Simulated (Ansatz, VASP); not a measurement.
**One calculation of TaN, two programs**

```
CELL_PARAMETERS angstrom
3.11441 0.00000 0.00000
-1.55721 2.69716 0.00000
0.00000 0.00000 2.60022
ATOMIC_POSITIONS crystal
Ta 0.33333 0.66667 0.50000
N 0.00000 0.00000 0.00000
```

Alike in both runs: task single point; functional PBE; k mesh 24 × 24 × 22; occupations gaussian, width 0.15 eV; no spin polarisation.

|  | VASP | Ansatz |
| --- | --- | --- |
| version | VASP 6.6.1 | Ansatz 0.2.0 |
| potentials or method | VASP PAW PBE potentials, release 64 (Ta_pv, N), cutoff 520 eV | scalar-relativistic, plane waves, PAW |
| valence electrons in the cell | 16 | 18 |

|  | VASP | Ansatz | Ansatz less VASP |
| --- | --- | --- | --- |
| gap on the k mesh at the Fermi level (eV) | none | none | - |
| pressure (GPa) | 11.6 | 10.8 | -0.79 |
| traceless stress, the component that is largest in VASP (GPa) | 73.23 | 73.03 | -0.199 |

A gap of «none» marks a metal or a gap that the smearing closes. With one functional, cell and mesh, what is left measures potentials, basis and numerics. VASP's potentials hold 16 valence electrons a cell and Ansatz's 18, so a difference there can come from the potentials and not from the codes.

Spin-orbit coupling is off throughout.
